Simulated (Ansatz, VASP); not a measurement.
# HfS2: VASP beside Ansatz

```
Hf S
1.0
     3.80659    0.00000    0.00000
    -1.90330    3.29660    0.00000
     0.00000    0.00000    5.17787
Hf S
1 2
Direct
  0.00000 0.00000 0.00000
  0.66667 0.33333 0.74761
  0.33333 0.66667 0.25239
```

Alike in both runs: task single point; functional PBE; dispersion D3(BJ); k mesh 12 × 12 × 6; occupations gaussian, width 0.05 eV; no spin polarisation.

|  | VASP | Ansatz |
| --- | --- | --- |
| version | VASP 6.6.1 | Ansatz 0.2.0 |
| potentials or method | VASP PAW PBE potentials, release 64 (Hf_pv, S), cutoff 500 eV | scalar-relativistic, plane waves, PAW |
| valence electrons in the cell | 22 | 38 |

|  | VASP | Ansatz | Ansatz less VASP |
| --- | --- | --- | --- |
| gap on the k mesh at the Fermi level (eV) | 0.65 | 0.64 | -0.011 |
| least direct gap on the mesh (eV) | 1.15 | 1.13 | -0.015 |
| pressure (GPa) | -2.2 | -1.6 | +0.63 |
| traceless stress, the component that is largest in VASP (GPa) | 7.65 | 7.48 | -0.169 |
| rms of the force components (eV/Å) | 0.106 | 0.135 | +0.0291 |

Atom by atom the forces differ by 0.029 eV/Å (rms over components). VASP's potentials hold 22 valence electrons a cell and Ansatz's 38, so a difference there can come from the potentials and not from the codes.

Neither program's run includes spin-orbit coupling.
